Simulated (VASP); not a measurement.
# AlN in VASP: a series of runs

AlN is run at these levels: LDA; tasks: single point.

Program: VASP 6.6.1. These are calculated values, not measurements. Logs are shortened: lines on timing, memory, paths and dates and some standing lists are left out, and cuts for length are marked.

**What was measured.**

“Self-assembly of well-separated AlN nanowires directly on sputtered metallic TiN films”, 2019, arxiv:1910.07391 quotes, for a bulk crystal of AlN at 10 K: band gap 6.034 eV (an exciton energy, a little under the gap).

The runs below are set against these values where they give the same quantity.

## Step 1: The cell of the first run

The structure is hexagonal, space group P6_3mc (No. 186). Conventional cell: a = 3.089 Å, b = 3.089 Å, c = 4.944 Å, α = 90.00°, β = 90.00°, γ = 120.00°. Al (site symmetry 3m) has 4 N at 1.88 to 1.89 Å within 2.5 Å. N (site symmetry 3m) has 4 Al at 1.88 to 1.89 Å within 2.5 Å.

## Step 2: Single point, LDA

Input file INCAR:

```
SYSTEM = AlN
PREC = Accurate ; ENCUT = 520
EDIFF = 1E-7 ; ISMEAR = 0
SIGMA = 0.05 ; LREAL = .False.
LASPH = .True. ; NELM = 100
ALGO = Normal ; ISIF = 2
LWAVE = .False. ; LCHARG = .True.
LELF = .True. ; LVHAR = .True.
NBANDS = 16
```

Input file KPOINTS:

```
Automatic mesh
0
Gamma
  9 9 6
  0 0 0
```

Input file POSCAR:

```
AlN
1.0
    3.0887424016      0.0000000000      0.0000000000
   -1.5443712008      2.6749293856      0.0000000000
    0.0000000000      0.0000000000      4.9437688231
Al N
2 2
Direct
    0.3333333333      0.6666666667      0.0015212672
    0.6666666667      0.3333333333      0.5015212672
    0.3333333333      0.6666666667      0.3834787328
    0.6666666667      0.3333333333      0.8834787328
```

Potentials or basis: VASP PAW LDA potentials, release 64 (Al, N).

On the command line:

```
> cat potpaw_LDA.64/Al/POTCAR potpaw_LDA.64/N/POTCAR > POTCAR
> mpirun -np 1 vasp_std > vasp.out
```

OUTCAR:

```text
SYSTEM = AlN
   PREC = Accurate
   ENCUT = 520
   EDIFF = 1E-7
   ISMEAR = 0
   LREAL = .False.
   LASPH = .True.
   NELM = 100
   ISIF = 2

 ion  position               nearest neighbor table
   1  0.333  0.667  0.002-   4 1.88   4 1.88   4 1.88   3 1.89   2 3.05   2 3.05   2 3.05   2 3.05
                             2 3.05   2 3.05
   2  0.667  0.333  0.502-   3 1.88   3 1.88   3 1.88   4 1.89   1 3.05   1 3.05   1 3.05   1 3.05
                             1 3.05   1 3.05
   3  0.333  0.667  0.383-   2 1.88   2 1.88   2 1.88   1 1.89
   4  0.667  0.333  0.883-   1 1.88   1 1.88   1 1.88   2 1.89

  LATTYP: Found a hexagonal cell.
 ALAT       =     3.0887424016
 C/A-ratio  =     1.6005766038

  Lattice vectors:

 A1 = (   3.0887424016,   0.0000000000,   0.0000000000)
 A2 = (  -1.5443712008,   2.6749293856,   0.0000000000)
 A3 = (   0.0000000000,   0.0000000000,   4.9437688231)

Analysis of symmetry for initial positions (statically):
=====================================================================
 Subroutine PRICEL returns:
 Original cell was already a primitive cell.

 Routine SETGRP: Setting up the symmetry group for a
 hexagonal supercell.

 Subroutine GETGRP returns: Found 12 space group operations
 (whereof  6 operations were pure point group operations)
 out of a pool of 24 trial point group operations.

The static configuration has the point symmetry C_3v.
 The point group associated with its full space group is C_6v.

Analysis of symmetry for dynamics (positions and initial velocities):
=====================================================================
 Subroutine PRICEL returns:
 Original cell was already a primitive cell.

 Routine SETGRP: Setting up the symmetry group for a
 hexagonal supercell.

 Subroutine GETGRP returns: Found 12 space group operations
 (whereof  6 operations were pure point group operations)
 out of a pool of 24 trial point group operations.

The dynamic configuration has the point symmetry C_3v.
 The point group associated with its full space group is C_6v.

 Subroutine INISYM returns: Found 12 space group operations
 (whereof  6 operations are pure point group operations),
 and found     1 'primitive' translations

----------------------------------------------------------------------------------------

                                     Primitive cell

  volume of cell :      40.8462

  direct lattice vectors                    reciprocal lattice vectors
     3.088742402  0.000000000  0.000000000     0.323756361  0.186920822  0.000000000
    -1.544371201  2.674929386  0.000000000     0.000000000  0.373841644  0.000000000
     0.000000000  0.000000000  4.943768823     0.000000000  0.000000000  0.202274830

  length of vectors
     3.088742402  3.088742402  4.943768823     0.373841644  0.373841644  0.202274830

  position of ions in fractional coordinates (direct lattice)
     0.333333333  0.666666667  0.001521267
     0.666666667  0.333333333  0.501521267
     0.333333333  0.666666667  0.383478733
     0.666666667  0.333333333  0.883478733

  ion indices of the primitive-cell ions
   primitive index   ion index
                 1           1
                 2           2
                 3           3
                 4           4

----------------------------------------------------------------------------------------

 KPOINTS: Automatic mesh

Automatic generation of k-mesh.
 Grid dimensions read from file:
 generate k-points for:    9    9    6

 Generating k-lattice:

  Cartesian coordinates                     Fractional coordinates (reciprocal lattice)
     0.035972929  0.020768980  0.000000000     0.111111111 -0.000000000  0.000000000
     0.000000000  0.041537960  0.000000000     0.000000000  0.111111111  0.000000000
     0.000000000  0.000000000  0.033712472     0.000000000  0.000000000  0.166666667

  Length of vectors
     0.041537960  0.041537960  0.033712472

  Shift w.r.t. Gamma in fractional coordinates (k-lattice)
     0.000000000  0.000000000  0.000000000

 Subroutine IBZKPT returns following result:
 ===========================================

 Found     48 irreducible k-points:

 Following reciprocal coordinates:
            Coordinates               Weight
  0.000000  0.000000  0.000000      1.000000
  0.111111  0.000000  0.000000      6.000000
  0.222222 -0.000000  0.000000      6.000000
  0.333333 -0.000000  0.000000      6.000000
  0.444444 -0.000000  0.000000      6.000000
  0.111111  0.111111  0.000000      6.000000
[... 16 lines left out ...]
  0.333333  0.222222  0.166667     24.000000
  0.333333  0.333333  0.166667      4.000000
 [... further k-points ...]
   k-points           NKPTS =     48   k-points in BZ     NKDIM =     48   number of bands    NBANDS=     16
   number of dos      NEDOS =    301   number of ions     NIONS =      4
   total plane-waves  NPLWV =  23040
   dimension x,y,z NGX =    24 NGY =   24 NGZ =   40
   dimension x,y,z NGXF=    48 NGYF=   48 NGZF=   80
   ions per type =               2   2
   NGX,Y,Z   is equivalent  to a cutoff of  12.92, 12.92, 13.45 a.u.
   NGXF,Y,Z  is equivalent  to a cutoff of  25.84, 25.84, 26.90 a.u.
 SYSTEM =  AlN
   PREC   = accura    normal or accurate (medium, high low for compatibility)
   ISTART =      0    job   : 0-new  1-cont  2-samecut
   ICHARG =      2    charge: 1-file 2-atom 10-const
   ISPIN  =      1    spin polarized calculation?
   LNONCOLLINEAR =      F non collinear calculations
   LSORBIT =      F    spin-orbit coupling
   LASPH  =      T    aspherical Exc in radial PAW
   ENCUT  =  520.0 eV  38.22 Ry    6.18 a.u.   5.74  5.74  9.19*2*pi/ulx,y,z
   NELM   =    100;   NELMIN=  2; NELMDL= -5     # of ELM steps
   EDIFF  = 0.1E-06   stopping-criterion for ELM
   LREAL  =      F    real-space projection
   EDIFFG = 0.1E-05   stopping-criterion for IOM
   NSW    =      0    number of steps for IOM
   IBRION =     -1    ionic relax: 0-MD 1-quasi-New 2-CG
   NFREE  =      0    steps in history (QN), initial steepest desc. (CG)
   ISIF   =      2    stress and relaxation
   ISYM   =      2    0-nonsym 1-usesym 2-fastsym
   POTIM  = 0.5000    time-step for ionic-motion
   TEBEG  =    0.0;   TEEND  =   0.0 temperature during run
   PSTRESS=    0.0 pullay stress
   NELECT =      16.0000    total number of electrons
   NUPDOWN=      -1.0000    fix difference up-down
   EMIN   =  10.00;   EMAX   =-10.00  energy-range for DOS
   EFERMI =   0.00;   METHOD = LEGACY
   ISMEAR =     0;   SIGMA  =   0.05  broadening in eV -4-tet -1-fermi 0-gaus
   EFERMI_NEDOS =   21; number of points for ismear=-14 and -15
   IALGO  =     38    algorithm
   IMIX   =      4    mixing-type and parameters
     AMIX     =   0.40;   BMIX     =  1.00
     AMIX_MAG =   1.60;   BMIX_MAG =  1.00
  volume/ion in A,a.u.               =      10.21        68.91
  Fermi-wavevector in a.u.,A,eV,Ry     =   1.197836  2.263582 19.521797  1.434812
  Thomas-Fermi vector in A             =   2.333741
   LORBIT       =      0    0 simple, 1 ext, 2 COOP (PROOUT), +10 PAW based schemes
   GGA     = CA    functional components
   LHFCALC =     F    Hartree Fock is set to
   AEXX    =    0.0000 exact exchange contribution
   IVDW    =     0    specifies the selected vdW correction
   LEPSILON=     F    determine dielectric tensor
   LRPA    =     F    only Hartree local field effects (RPA)
 non-spin polarized calculation
 Gauss-broadening in eV      SIGMA  =   0.05
  energy-cutoff  :      520.00
  volume of cell :       40.85
 maximum number of plane-waves:      1118
 NGX is ok and might be reduce to    24
   NGX = 11   NGY = 11   NGZ = 19

 number of electron      15.9999999 magnetization

 Free energy of the ion-electron system (eV)
  ---------------------------------------------------
  ext. energy  EPLUGINS =         0.00000000
  ---------------------------------------------------
  free energy    TOTEN  =       -32.84105929 eV

  energy without entropy =      -32.84105929  energy(sigma->0) =      -32.84105929

 E-fermi :   6.3881     XC(G=0): -11.3428

 val. band max:        6.1129735479   @ k =   0.0000   0.0000   0.0000
 cond. band min:      10.5362691329   @ k =   0.0000   0.0000   0.0000
 fundamental gap:      4.4232955851
 Fermi energy:         6.3880653494

 k-point     1 :       0.0000    0.0000    0.0000
  band No.  band energies     occupation
      1      -9.0589      2.00000
      2      -6.7658      2.00000
      3      -0.0404      2.00000
      4       5.2243      2.00000
      5       5.2243      2.00000
      6       5.8855      2.00000
[... 8 lines left out ...]
     15      19.2368      0.00000
     16      19.2368      0.00000

 k-point     2 :       0.1111    0.0000    0.0000
  band No.  band energies     occupation
      1      -8.8947      2.00000
      2      -6.6720      2.00000
      3       0.1504      2.00000
      4       4.5057      2.00000
      5       5.0201      2.00000
      6       5.2162      2.00000
[... 8 lines left out ...]
     15      19.0887      0.00000
     16      19.2436      0.00000

 k-point     3 :       0.2222   -0.0000    0.0000
  band No.  band energies     occupation
      1      -8.4270      2.00000
      2      -6.4360      2.00000
      3       0.7049      2.00000
      4       2.9737      2.00000
      5       3.9475      2.00000
      6       4.6028      2.00000
[... 8 lines left out ...]
     15      18.2996      0.00000
     16      19.0104      0.00000

 k-point     4 :       0.3333   -0.0000    0.0000
  band No.  band energies     occupation
      1      -7.7472      2.00000
      2      -6.2068      2.00000
      3       1.5059      2.00000
      4       1.5571      2.00000
      5       2.7358      2.00000
      6       4.2160      2.00000
[... 8 lines left out ...]
     15      18.2405      0.00000
     16      20.5015      0.00000
[... 324 lines left out ...]
 k-point    22 :       0.2222    0.2222    0.1667
  band No.  band energies     occupation
      1      -7.3121      2.00000
      2      -6.2222      2.00000
      3       1.4035      2.00000
      4       1.6644      2.00000
      5       2.9431      2.00000
      6       3.3875      2.00000
[... 8 lines left out ...]
     15      18.3731      0.00000
     16      21.0941      0.00000

 k-point    23 :       0.3333    0.2222    0.1667
  band No.  band energies     occupation
      1      -6.7494      2.00000
      2      -6.2126      2.00000
      3       0.9799      2.00000
      4       1.6946      2.00000
      5       2.5159      2.00000
      6       3.5577      2.00000
[... 8 lines left out ...]
     15      18.8798      0.00000
     16      20.9790      0.00000

 k-point    24 :       0.3333    0.3333    0.1667
  band No.  band energies     occupation
      1      -6.3786      2.00000
      2      -6.3786      2.00000
      3       1.2510      2.00000
      4       1.8506      2.00000
      5       1.8506      2.00000
      6       3.3264      2.00000
[... 8 lines left out ...]
     15      19.1419      0.00000
     16      21.2709      0.00000

 [... further k-points ...]
[... 5 lines left out ...]
  --------------------------------------------------------------------------------------
  -------------------------------------------------------------------------------------
  Total        0.1614148      0.1614148      0.1502561      0.0000000      0.0000000      0.0000000
  in kB        6.3314280      6.3314280      5.8937356      0.0000000      0.0000000      0.0000000
  external PRESSURE =       6.1855305 kB  Pullay stress =       0.0000000 kB

 VOLUME and BASIS-vectors are now :
 -----------------------------------------------------------------------------
  energy-cutoff  :      520.00
  volume of cell :       40.85
      direct lattice vectors                 reciprocal lattice vectors
     3.088742402  0.000000000  0.000000000     0.323756361  0.186920822  0.000000000
    -1.544371201  2.674929386  0.000000000     0.000000000  0.373841644  0.000000000
     0.000000000  0.000000000  4.943768823     0.000000000  0.000000000  0.202274830

 POSITION                                       TOTAL-FORCE (eV/Angst)
 -----------------------------------------------------------------------------------
     -0.00000      1.78329      0.00752         0.000000     -0.000000     -0.000941
      1.54437      0.89164      2.47941        -0.000000      0.000000     -0.000941
     -0.00000      1.78329      1.89583        -0.000000      0.000000      0.000941
      1.54437      0.89164      4.36771         0.000000     -0.000000      0.000941
 -----------------------------------------------------------------------------------
    total drift:                               -0.000000      0.000000     -0.000434

  FREE ENERGIE OF THE ION-ELECTRON SYSTEM (eV)
  ---------------------------------------------------
  free  energy   TOTEN  =       -32.8410592872 eV

  energy  without entropy=      -32.8410592872  energy(sigma->0) =      -32.84105929
```

Wall time 11 s (1 thread of Intel Xeon Platinum 8559C (Emerald Rapids), shared host); peak memory 0.15 GiB.

Results:

```yaml
Free_energy: -32.8411 eV
Pressure: 0.6 GPa
Band_gap_on_the_k_mesh: 4.42 eV, direct
```

Levels at points of the mesh, in eV from the valence-band top:
| k point | band 4 | band 5 | band 6 | band 7 | band 8 | band 9 | band 10 | band 11 | band 12 | band 13 |
| --- | --- | --- | --- | --- | --- | --- | --- | --- | --- | --- |
| (0.00, 0.00, 0.00) | -0.89 | -0.89 | -0.23 | -0.23 | 0.00 | 4.42 | 6.73 | 10.65 | 11.10 | 11.10 |
| (0.00, 0.00, 0.50) | -3.37 | -0.57 | -0.57 | -0.57 | -0.57 | 6.61 | 6.61 | 10.32 | 10.32 | 11.42 |

(Part 1 of 2 ends here.)
